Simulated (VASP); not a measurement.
Runs of VASP 6.6.1 on SrMg. The structure is that of space group Pm-3m (No. 221), or close to it. The cells are those of the table. 

| cell | gap on the mesh (eV) | pressure (GPa) |
| --- | --- | --- |
| a = 3.783, b = 3.783, c = 3.958 Å, 2 atoms | none | 5.0 |
| a = 3.841, b = 3.841, c = 3.958 Å, 2 atoms | none | 3.8 |
| a = 3.783, b = 3.783, c = 4.017 Å, 2 atoms | none | 4.4 |
| a = 3.783 Å, 2 atoms | none | (b) |
| a = 4.017 Å, 2 atoms | none | 0.6 |
| a = 3.958, b = 3.958, c = 3.783 Å, 2 atoms | none | (a) |
| a = 3.900, b = 3.900, c = 3.958 Å, 2 atoms | none | 2.8 |
| a = 3.841, b = 3.841, c = 3.900 Å, 2 atoms | none | 4.4 |

Alike in all rows: task single point; level LDA; potentials or basis VASP PAW LDA potentials, release 64 (Sr_sv, Mg); no spin polarisation; k mesh 12 × 12 × 12; cutoff (eV) 520; smearing gaussian 0.15 eV.

Problem. Fill in the values left out.

Solution. (a) 3.3; (b) 7.1.

Caveats: the cell stands under pressure (at least some runs).

A k mesh can miss the band edges, and the runs leave out spin-orbit coupling on Sr.

A gap of «none» marks levels without a gap at the run's occupations.
